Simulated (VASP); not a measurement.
A run of VASP 6.6.1 is set up as follows.

Contents of INCAR:

```
SYSTEM = GaSb3
ALGO     = Normal         ! electronic algorithm
EDIFF    = 1E-6           ! SCF threshold, eV
ENCUT    = 520            ! plane-wave cutoff, eV
ISIF     = 2              ! what is computed and relaxed
ISMEAR   = 0              ! smearing method
LASPH    = .True.         ! aspherical terms in the spheres
LCHARG   = .False.        ! write CHGCAR
LREAL    = .False.        ! projectors in reciprocal space
LWAVE    = .False.        ! write WAVECAR
NBANDS   = 22             ! bands
NELM     = 60             ! most SCF steps
PREC     = Accurate       ! precision mode
SIGMA    = 0.15           ! smearing width, eV
```

File KPOINTS:

```
k-points
0
Gamma
  10 10 10
  0 0 0
```

Contents of POSCAR:

```
GaSb3
1.0
    0.0000000000      3.6525579713      3.7515422923
    3.6525579713      0.0000000000      3.7515422923
    3.6525579713      3.6525579713      0.0000000000
Ga Sb
1 3
Direct
    0.0000000000      0.0000000000      0.0000000000
    0.2500000000      0.2500000000      0.2500000000
    0.7500000000      0.7500000000      0.7500000000
    0.5000000000      0.5000000000      0.5000000000
```

Potentials or basis: VASP PAW LDA potentials, release 64 (Ga_d, Sb).

Command:

```bash
$ cat potpaw_LDA.64/Ga_d/POTCAR potpaw_LDA.64/Sb/POTCAR > POTCAR
$ mpirun -np 1 vasp_std > vasp.out
```

Q: What does it give for the pressure?

A: -2.9 GPa.

Q: Predict the band gap on the k mesh.

A: Zero (band 14 reaches 9.29 eV, above the bottom of band 15 at 5.32 eV).

Stress tensor (GPa, compression positive):
```
-2.59  0.00  0.00
 0.00 -2.59  0.00
 0.00  0.00 -3.59
```

Caveat: spin-orbit coupling is left out, which moves the levels of the heavy elements.
